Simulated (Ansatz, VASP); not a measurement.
**Two plane-wave programs on CsI2**

```
Cs I
1.0
     8.66383    0.00000    0.00000
     0.00000    8.66383    0.00000
     0.00000    0.00000    8.66383
Cs I
2 4
Direct
  0.00000 0.00000 0.00000
  0.50000 0.50000 0.50000
  0.25000 0.25000 0.25000
  0.25000 0.75000 0.75000
  0.75000 0.75000 0.25000
  0.75000 0.25000 0.75000
```

Alike in both runs: functional PBE; k mesh 4 × 4 × 4; occupations gaussian, width 0.1 eV; no spin polarisation.

Ansatz relaxed the structure, and its values are those at the end. VASP's run is a single point on that final structure, the one shown.

```csv
,VASP,Ansatz
version,VASP 6.6.1,Ansatz 0.2.0
potentials or method,"VASP PAW PBE potentials, release 64 (Cs_sv, I), cutoff 520 eV","scalar-relativistic, plane waves, PAW"
valence electrons in the cell,46,86
```

```tsv
	VASP	Ansatz	Ansatz less VASP
pressure (GPa)	0.1	0.1	0.00
```

VASP's potentials hold 46 valence electrons a cell and Ansatz's 86, so a difference there can come from the potentials and not from the codes.

Spin-orbit coupling is off throughout.
